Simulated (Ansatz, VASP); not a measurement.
**Two plane-wave programs on Ga3SbN2**

```
Ga Sb N
1.0
     2.91690    0.00000    0.00000
     0.00000    2.91690    0.00000
     0.00000    0.00000   10.87922
Ga Sb N
3 1 2
Direct
  0.50000 0.50000 0.26260
  0.50000 0.50000 0.50000
  0.50000 0.50000 0.73740
  0.00000 0.00000 0.00000
  0.00000 0.00000 0.20949
  0.00000 0.00000 0.79051
```

Change from the starting cell: species swapped into the Mg3HgAu2 type (P4/mmm, No. 123).

Alike in both runs: functional PBE; k mesh 12 × 12 × 4; occupations gaussian, width 0.1 eV; no spin polarisation.

Ansatz relaxed the structure, and its values are those at the end. VASP's run is a single point on that final structure, the one shown.

|  | VASP | Ansatz |
| --- | --- | --- |
| version | VASP 6.6.1 | Ansatz 0.2.0 |
| potentials or method | VASP PAW PBE potentials, release 64 (Ga_d, Sb, N), cutoff 520 eV | scalar-relativistic, plane waves, PAW |
| valence electrons in the cell | 54 | 64 |

```csv
,VASP,Ansatz,Ansatz less VASP
gap on the k mesh at the Fermi level (eV),none,none,-
pressure (GPa),0.2,0.0,-0.20
rms of the force components (eV/Å),0.008,0.002,-0.0058
```

A gap of «none» marks a metal or a gap that the smearing closes. With one functional, cell and mesh, what is left measures potentials, basis and numerics. VASP's potentials hold 54 valence electrons a cell and Ansatz's 64, so a difference there can come from the potentials and not from the codes.

Spin-orbit coupling is off throughout.
